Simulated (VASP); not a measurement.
Li2S, 3 atoms in the cell. Symmetry: Fm-3m, No. 225, cubic system. Conventional cell: a = 5.918 Å, b = 5.918 Å, c = 5.918 Å, α = 90.00°, β = 90.00°, γ = 90.00°. S (site symmetry m-3m) has 8 Li at 2.56 Å within 3.4 Å. Within 3.4 Å of Li (site symmetry -43m) lie 4 S at 2.56 Å and 6 Li at 2.96 Å.  This cell differs from its parent crystal: strain +4.0%.

| Item | Value |
| --- | --- |
| Program | VASP 6.6.1 |
| Task | single point |
| Functional | PBE |
| Potentials or basis | VASP PAW PBE potentials, release 64 (S, Li_sv) |
| Cutoff | 750 eV |
| k mesh | 8 × 8 × 8 |
| Occupations | fermi-dirac, width 0.02 eV |
| Spin | no spin polarisation |
| Dipole correction | no |
| Further INCAR settings | ALGO = Normal; EDIFF = 1e-06; NBANDS = 13 |

Potentials or basis: VASP PAW PBE potentials, release 64 (S, Li_sv).

Command:

```sh
$ cat potpaw_PBE.64/S/POTCAR potpaw_PBE.64/Li_sv/POTCAR > POTCAR
$ mpirun -np 1 vasp_std > vasp.out
```

Hardware: 1 thread of Intel(R) Xeon(R) Platinum 8124M CPU @ 3.00GHz (Skylake/Cascade Lake), on a shared host.

Problem. How long does it take, and how much memory?

Solution. It took 35 s on 1 thread of Intel(R) Xeon(R) Platinum 8124M CPU @ 3.00GHz (Skylake/Cascade Lake) (shared host), peak memory 0.23 GiB. Counts: scf iterations 12, k points 29.
